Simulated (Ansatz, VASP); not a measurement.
# One calculation of KRh, two programs

The input INCAR:

```
ALGO     = Normal         # electronic algorithm
EDIFF    = 1E-8           # SCF threshold, eV
ENCUT    = 460            # plane-wave cutoff, eV
GGA      = CA             # functional
GGA_COMPAT= False        
ISIF     = 2              # what is computed and relaxed
ISMEAR   = -1             # smearing method
LASPH    = True           # aspherical terms in the spheres
LCHARG   = False          # write CHGCAR
LEFG     = True         
LREAL    = False          # projectors in reciprocal space
LWAVE    = False          # write WAVECAR
NBANDS   = 20             # bands
NELM     = 120            # most SCF steps
PREC     = Accurate       # precision mode
SIGMA    = 0.05           # smearing width, eV
```

File KPOINTS:

```
k-points
0
Gamma
  9 9 7
```

File POSCAR:

```
KRh
1.0
    2.6833142247      0.0000000000      0.0000000000
    0.0000000000      2.6833142247      0.0000000000
    0.0000000000      0.0000000000      5.2238820139
K Rh
1 1
Direct
    0.0000000000      0.0000000000      0.0000000000
    0.5000000000      0.5000000000      0.5000000000
```

Input for Ansatz:

```yaml
crystal:
  lattice:
    - [2.6833142247, 0.0, 0.0]
    - [0.0, 2.6833142247, 0.0]
    - [0.0, 0.0, 5.2238820139]
  atoms:
    - { symbol: K, position: [0.0, 0.0, 0.0] }
    - { symbol: Rh, position: [0.5, 0.5, 0.5] }
kpoints:
  mp_grid: { grid: [9, 9, 7] }
scf:
  occupations: { method: fermi_dirac, width: 0.05 }
hamiltonian:
  xc: lda
  pseudopotentials: { kind: paw }
output:
  forces: true
  stress: true
  eigenvalues: true
  efg: { contact_densities: true }
  write_density: true
  write_potential: true
  elf: true
  volumetric_format: npy
```

Change from the starting cell: z stretched by +1 % at fixed volume, PAW files.

Alike in both runs: task electric field gradients; functional LDA; k mesh 9 × 9 × 7; occupations fermi-dirac, width 0.05 eV; no spin polarisation.

|  | VASP | Ansatz |
| --- | --- | --- |
| version | VASP 6.6.1 | Ansatz 0.2.0 |
| potentials or method | VASP PAW LDA potentials, release 64 (K_sv, Rh_sv_GW) | PAW with Ansatz's default frozen-core files, scalar-relativistic |
| plane-wave cutoff (eV) | 460 | 420 |
| valence electrons in the cell | 26 | 26 |

Ansatz gave:

| Property | Result |
| --- | --- |
| size of Vzz on the site where it differs most (V/Å²) | 48.1 |

Task: What did VASP give for the same quantities?

Result: Size of Vzz on the site where it differs most (V/Å²): 33.6.

LDA's correlation is that of Perdew and Zunger in VASP and of Perdew and Wang (1992) in Ansatz.
